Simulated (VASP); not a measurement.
Set up this calculation in VASP 6.6.1, as the native input.

* Task: single point
* Functional: PBE
* Potentials or basis: VASP PAW PBE potentials, release 64 (Si, C)
* Cutoff: 520 eV
* k mesh: 1 × 1 × 1
* Occupations: gaussian, width 0.01 eV
* Spin: no spin polarisation
* Dipole correction: no
* Further INCAR settings: LREAL = Auto; ALGO = Normal; EDIFF = 1e-06; NBANDS = 43

The structure of Si8C7 lies in POSCAR:

```
Si8C7
1.0
    8.7200000000      0.0000000000      0.0000000000
    0.0000000000      4.3600000000      0.0000000000
    0.0000000000      0.0000000000      4.3600000000
Si C
8 7
Direct
    0.9964900000      0.9993630000      0.0008910000
    0.9988430000      0.4881940000      0.4965050000
    0.2499520000      0.9946280000      0.4980240000
    0.2530460000      0.4973580000      0.0076300000
    0.5023850000      0.9974070000      0.9970470000
    0.4973940000      0.4971350000      0.5118960000
    0.7495520000      0.0039280000      0.5095640000
    0.7462830000      0.5050890000      0.9964950000
    0.1209200000      0.2577900000      0.2438020000
    0.1191340000      0.7410290000      0.7550760000
    0.3708200000      0.2530710000      0.7592030000
    0.3792360000      0.7397620000      0.2435500000
    0.6322070000      0.2582740000      0.2421450000
    0.8717790000      0.2413630000      0.7556510000
    0.8775900000      0.7446340000      0.2550440000
```

These files were run (other wordings do the same):

INCAR

```
SYSTEM = Si8C7
PREC     = Accurate       ! precision mode
ENCUT    = 520            ! plane-wave cutoff, eV
EDIFF    = 1E-6           ! SCF threshold, eV
ISMEAR   = 0              ! smearing method
SIGMA    = 0.01           ! smearing width, eV
LREAL    = Auto         
LASPH    = .True.         ! aspherical terms in the spheres
NELM     = 80             ! most SCF steps
ALGO     = Normal         ! electronic algorithm
ISIF     = 2              ! what is computed and relaxed
LWAVE    = .False.        ! write WAVECAR
LCHARG   = .False.        ! write CHGCAR
GGA      = PE             ! functional
NBANDS   = 43             ! bands
```

KPOINTS

```
Automatic mesh
0
Gamma
  1 1 1
  0 0 0
```

Potentials or basis: VASP PAW PBE potentials, release 64 (Si, C).

Run with:

```sh
$ cat potpaw_PBE.64/Si/POTCAR potpaw_PBE.64/C/POTCAR > POTCAR
$ mpirun -np 1 vasp_gam > vasp.out
```

Results of the run:

| Item | Value |
| --- | --- |
| Pressure | 2.7 GPa |
| Largest force | 2.418 eV/Å |
| Band gap on the k mesh | 0.00 eV |

Caveat: the k points lie up to 1.44 Å⁻¹ apart; forces of over 1 eV/Å act on the atoms, so gaps and moduli don't describe the material at rest.

Run time: 36 s on 1 thread of Intel Xeon 6975P-C, with other jobs on the host, peak memory 0.22 GiB.
